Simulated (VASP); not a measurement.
A run of VASP 6.6.1 is set up as follows.

Contents of POSCAR:

```
SrO
1.0
    0.0000000000      2.5538314131      2.5538314131
    2.5538314131      0.0000000000      2.5538314131
    2.5538314131      2.5538314131      0.0000000000
Sr O
1 1
Direct
    0.5000000000      0.5000000000      0.5000000000
    0.0000000000      0.0000000000      0.0000000000
```

The input INCAR.step1:

```
PREC     = Accurate       # precision mode
ENCUT    = 520            # plane-wave cutoff, eV
ISMEAR   = 0              # smearing method
SIGMA    = 0.01           # smearing width, eV
LREAL    = F              # projectors in reciprocal space
LASPH    = T              # aspherical terms in the spheres
NELM     = 60             # most SCF steps
NBANDS   = 15             # bands
GGA      = PE             # functional
ALGO     = Normal         # electronic algorithm
EDIFF    = 1E-4           # SCF threshold, eV
LWAVE    = T              # write WAVECAR
LCHARG   = F              # write CHGCAR
```

The input INCAR.step2:

```
PREC     = Accurate       # precision mode
ENCUT    = 520            # plane-wave cutoff, eV
EDIFF    = 1E-6           # SCF threshold, eV
ISMEAR   = 0              # smearing method
SIGMA    = 0.01           # smearing width, eV
LREAL    = F              # projectors in reciprocal space
LASPH    = T              # aspherical terms in the spheres
NELM     = 60             # most SCF steps
ALGO     = Normal         # electronic algorithm
ISIF     = 2              # what is computed and relaxed
LWAVE    = F              # write WAVECAR
LCHARG   = T              # write CHGCAR
METAGGA  = R2SCAN         # meta-GGA
LMIXTAU  = T            
LELF     = T              # ELF
LVHAR    = T            
NBANDS   = 15             # bands
ISTART   = 1
```

The input KPOINTS:

```
regular mesh
0
Gamma
  8 8 8
```

Potentials or basis: VASP PAW PBE potentials, release 64 (Sr_sv, O).

The run is started by

```console
$ cat potpaw_PBE.64/Sr_sv/POTCAR potpaw_PBE.64/O/POTCAR > POTCAR
$ cp INCAR.step1 INCAR
$ mpirun -np 1 vasp_std > vasp.out
$ cp INCAR.step2 INCAR
$ mpirun -np 1 vasp_std > vasp.out
```

Q: What does it give for the pressure?

A: 3.7 GPa.

Q: What does it give for the band gap on the k mesh?

A: 3.73 eV, indirect (least direct gap 3.80 eV).

Caveat: the PAW data sets were made with another functional, which shifts forces and pressure a little. A k mesh can miss the band edges.
